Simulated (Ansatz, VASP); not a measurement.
## One calculation of Cu, two programs

```
Cu
1.0
     2.48106    0.00000    0.00000
    -1.24053    2.14866    0.00000
     0.00000    0.00000    8.15450
Cu
4
Direct
  0.00000 0.00000 0.00000
  0.33333 0.66667 0.25000
  0.00000 0.00000 0.50000
  0.66667 0.33333 0.75000
```

Alike in both runs: functional LDA; k mesh 11 × 11 × 3; no spin polarisation.

Ansatz relaxed the structure, and its values are those at the end. VASP's run is a single point on that final structure, the one shown.

|  | VASP | Ansatz |
| --- | --- | --- |
| version | VASP 6.6.1 | Ansatz 0.2.0 |
| potentials or method | VASP PAW LDA potentials, release 64 (Cu), cutoff 600 eV | plane waves, PAW |
| occupations | methfessel-paxton of order 1, width 0.1 eV | methfessel-paxton of order 1 |
| valence electrons in the cell | 44 | 76 |

Ansatz gave:

* pressure (GPa): 0.0

Problem. What did VASP give for the same quantities?

Solution. Pressure (GPa): 1.0.

LDA's correlation is that of Perdew and Zunger in VASP and of Perdew and Wang (1992) in Ansatz. VASP's potentials hold 44 valence electrons a cell and Ansatz's 76, so a difference there can come from the potentials and not from the codes.
